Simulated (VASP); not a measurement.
Input of a VASP 6.6.1 run:

Contents of POSCAR:

```
BN
1.0
    0.0000000000      1.8123485119      1.8123485119
    1.8123485119      0.0000000000      1.8123485119
    1.8123485119      1.8123485119      0.0000000000
B N
1 1
Direct
    0.0000000000      0.0000000000      0.0000000000
    0.7500000000      0.7500000000      0.7500000000
```

File INCAR.step1:

```
SYSTEM = BN
ALGO = Normal ; EDIFF = 1E-5
ENCUT = 1460 ; GGA = PE
GGA_COMPAT = .False. ; ISMEAR = 0
LASPH = .True. ; LCHARG = .False.
LREAL = .False. ; LWAVE = .True.
NBANDS = 11 ; NELM = 120
PREC = Accurate ; SIGMA = 0.02
```

The input INCAR.step2:

```
SYSTEM = BN
ALGO = Normal ; EDIFF = 1E-6
ENCUT = 1460 ; GGA_COMPAT = .False.
ISIF = 2 ; ISMEAR = 0
ISTART = 1 ; LASPH = .True.
LCHARG = .False. ; LMIXTAU = .True.
LREAL = .False. ; LWAVE = .False.
METAGGA = R2SCAN ; NBANDS = 11
NELM = 120 ; PREC = Accurate
SIGMA = 0.02
```

File KPOINTS:

```
k-points
0
Gamma
  12 12 12
  0 0 0
```

Potentials or basis: VASP PAW PBE potentials, release 64 (B_h, N_h).

Command:

```bash
$ cat potpaw_PBE.64/B_h/POTCAR potpaw_PBE.64/N_h/POTCAR > POTCAR
$ cp INCAR.step1 INCAR
$ mpirun -np 1 vasp_std > vasp.out
$ cp INCAR.step2 INCAR
$ mpirun -np 1 vasp_std > vasp.out
```

(1) Estimate the pressure.

(2) Predict the band gap on the k mesh.

Results:

(1) -5.2 GPa.

(2) 4.98 eV (least direct gap 9.51 eV).

Caveat: the cell stands under tension; the PAW data sets were made with another functional, which shifts forces and pressure a little.
